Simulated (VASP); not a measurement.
Here is a VASP 6.6.1 calculation.

INCAR

```
  PREC = Accurate
  ENCUT = 600
  EDIFF = 1E-7
  ISMEAR = -1
  SIGMA = 0.1
  LREAL = False
  LASPH = True
  NELM = 150
  ALGO = Normal
  ISIF = 3
  LWAVE = False
  LCHARG = False
  ISPIN = 2
  MAGMOM = 4.5 -2 2 -2
  LORBIT = 11
  LMAXMIX = 4
  GGA = PS
  IBRION = 2
  NSW = 60
  EDIFFG = -0.01
```

KPOINTS

```
regular mesh
0
Gamma
  7 7 7
```

POSCAR

```
FeNi3
1.0
    0.0000000000      2.7903698700      2.7903698700
    2.7903698700      0.0000000000      2.7903698700
    2.7903698700      2.7903698700      0.0000000000
Fe Ni
1 3
Direct
    0.0000000000      0.0000000000      0.0000000000
    0.7500000000      0.7500000000      0.7500000000
    0.2500000000      0.2500000000      0.2500000000
    0.5000000000      0.5000000000      0.5000000000
```

Potentials or basis: VASP PAW PBE potentials, release 64 (Fe, Ni).

Run with:

```sh
$ cat potpaw_PBE.64/Fe/POTCAR potpaw_PBE.64/Ni/POTCAR > POTCAR
$ mpirun -np 1 vasp_std > vasp.out
```

(1) Predict the net moment.

(2) Estimate the space group after relaxing (to 0.05 Å).

Answers

(1) 4.28 μB per cell.

(2) Fm-3m (No. 225).
